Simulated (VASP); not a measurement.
Input of a VASP 6.6.1 run:

INCAR

```
PREC     = Accurate       # precision mode
ENCUT    = 520            # plane-wave cutoff, eV
EDIFF    = 1E-7           # SCF threshold, eV
ISMEAR   = 0              # smearing method
SIGMA    = 0.05           # smearing width, eV
LREAL    = False          # projectors in reciprocal space
LASPH    = True           # aspherical terms in the spheres
NELM     = 100            # most SCF steps
ALGO     = Normal         # electronic algorithm
ISIF     = 2              # what is computed and relaxed
LWAVE    = False          # write WAVECAR
LCHARG   = False          # write CHGCAR
LDIPOL   = True         
IDIPOL   = 3            
DIPOL    = 0.5 0.5 0.500
GGA      = PE             # functional
IBRION   = 2              # ionic algorithm
NSW      = 70             # ionic steps
EDIFFG   = -0.03          # ionic threshold
```

KPOINTS

```
regular mesh
0
Gamma
  9 9 1
```

Contents of POSCAR:

```
Si
1.0
    3.8675355481      0.0000000000      0.0000000000
   -1.9337677741      3.3493840347      0.0000000000
    0.0000000000      0.0000000000     17.9472869396
Si
4
Selective dynamics
Direct
    0.3333333333      0.6666666667      0.3900310963  F F F
    0.0000000000      0.0000000000      0.4340186578  F F F
    0.0000000000      0.0000000000      0.5659813422  T T T
    0.6666666667      0.3333333333      0.6099689037  T T T
```

Potentials or basis: VASP PAW PBE potentials, release 64 (Si).

Run with:

```console
$ cat potpaw_PBE.64/Si/POTCAR > POTCAR
$ mpirun -np 1 vasp_std > vasp.out
```

**Question.** Estimate the energy gained by relaxing.

**Answer.** 17.3 meV/atom.

**Question.** Predict the band gap on the k mesh.

**Answer.** 0.04 eV, direct.

Final structure:
```
Si
1.0
     3.86754    0.00000    0.00000
    -1.93377    3.34938    0.00000
     0.00000    0.00000   17.94729
Si
4
Cartesian
  0.0000 2.2329 7.0000
  0.0000 0.0000 7.7895
  0.0000 0.0000 10.2877
  1.9338 1.1165 10.9397
```
